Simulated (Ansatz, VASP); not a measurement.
**Sr: VASP beside Ansatz**

```xyz
1
Lattice="4.0048 0.0000 0.0000 -2.0024 3.4683 0.0000 0.0000 0.0000 3.7239" Properties=species:S:1:pos:R:3 pbc="T T T"
Sr    0.0000    0.0000    0.0000
```

Alike in both runs: functional PBEsol; k mesh 18 × 18 × 16; occupations gaussian, width 0.1 eV; no spin polarisation.

Ansatz relaxed the structure, and its values are those at the end. VASP's run is a single point on that final structure, the one shown.

|  | VASP | Ansatz |
| --- | --- | --- |
| version | VASP 6.6.1 | Ansatz 0.2.0 |
| potentials or method | VASP PAW PBE potentials, release 64 (Sr_sv), cutoff 520 eV | scalar-relativistic, plane waves, PAW |
| valence electrons in the cell | 10 | 10 |

|  | VASP | Ansatz | Ansatz less VASP |
| --- | --- | --- | --- |
| gap on the k mesh at the Fermi level (eV) | none | none | - |
| pressure (GPa) | 0.0 | 0.0 | -0.01 |

VASP's potentials were made for PBE, not for PBEsol. A gap of «none» marks a metal or a gap that the smearing closes.
